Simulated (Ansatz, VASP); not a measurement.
# One calculation of Si, two programs

Contents of INCAR:

```
PREC     = Accurate       # precision mode
ENCUT    = 520            # plane-wave cutoff, eV
EDIFF    = 1E-7           # SCF threshold, eV
ISMEAR   = 0              # smearing method
SIGMA    = 0.05           # smearing width, eV
LREAL    = False          # projectors in reciprocal space
LASPH    = True           # aspherical terms in the spheres
NELM     = 60             # most SCF steps
ALGO     = Normal         # electronic algorithm
ISIF     = 2              # what is computed and relaxed
LWAVE    = False          # write WAVECAR
LCHARG   = True           # write CHGCAR
GGA      = PE             # functional
LELF     = True           # ELF
LVHAR    = True         
NBANDS   = 16             # bands
```

File KPOINTS:

```
Automatic mesh
0
Gamma
  10 10 10
```

POSCAR

```
Si
1.0
   -3.0193888533      3.0193888533      1.9304179815
    3.0193888533     -3.0193888533      1.9304179815
    2.6681026155      2.6681026155     -1.9304179815
Si
4
Direct
    0.1786105079      0.1786105079      0.3572210158
    0.8213894921      0.8213894921      0.6427789842
    0.1786105079      0.8213894921      0.0000000000
    0.8213894921      0.1786105079      0.0000000000
```

Input for Ansatz:

```yaml
crystal:
  lattice:
    - [-3.0193888533, 3.0193888533, 1.9304179815]
    - [3.0193888533, -3.0193888533, 1.9304179815]
    - [2.6681026155, 2.6681026155, -1.9304179815]
  atoms:
    - { symbol: Si, position: [0.1786105079, 0.1786105079, 0.3572210158] }
    - { symbol: Si, position: [0.8213894921, 0.8213894921, 0.6427789842] }
    - { symbol: Si, position: [0.1786105079, 0.8213894921, 0.0] }
    - { symbol: Si, position: [0.8213894921, 0.1786105079, 0.0] }
basis:
  ecutwfc: 420
kpoints:
  mp_grid: { grid: [10, 10, 10] }
hamiltonian:
  xc: pbe
  pseudopotentials: { kind: paw, azcp: { folder: soft_1 } }
scf:
  occupations: { method: gaussian, width: 0.05 }
output:
  forces: true
  stress: true
  eigenvalues: true
```

Change from the starting cell: engineering shear strain xy -0.1050, equal normal strain along x and y -0.1500.

Alike in both runs: task single point; functional PBE; k mesh 10 × 10 × 10; occupations gaussian, width 0.05 eV; no spin polarisation.

|  | VASP | Ansatz |
| --- | --- | --- |
| version | VASP 6.6.1 | Ansatz 0.2.0 |
| potentials or method | VASP PAW PBE potentials, release 64 (Si), cutoff 520 eV | scalar-relativistic, plane waves, PAW |
| valence electrons in the cell | 16 | 16 |

```csv
,VASP,Ansatz,Ansatz less VASP
gap on the k mesh at the Fermi level (eV),none,none,-
pressure (GPa),51.7,52.0,+0.31
"traceless stress, the component that is largest in VASP (GPa)",-31.20,-31.37,-0.166
rms of the force components (eV/Å),3.476,3.501,+0.0247
```

Atom by atom the forces differ by 0.025 eV/Å (rms over components). A gap of «none» marks a metal or a gap that the smearing closes. Both programs put the cell under a high pressure, so it lies far from rest at this level. The functional is the same, so the differences come from potentials, cutoffs and numerics.
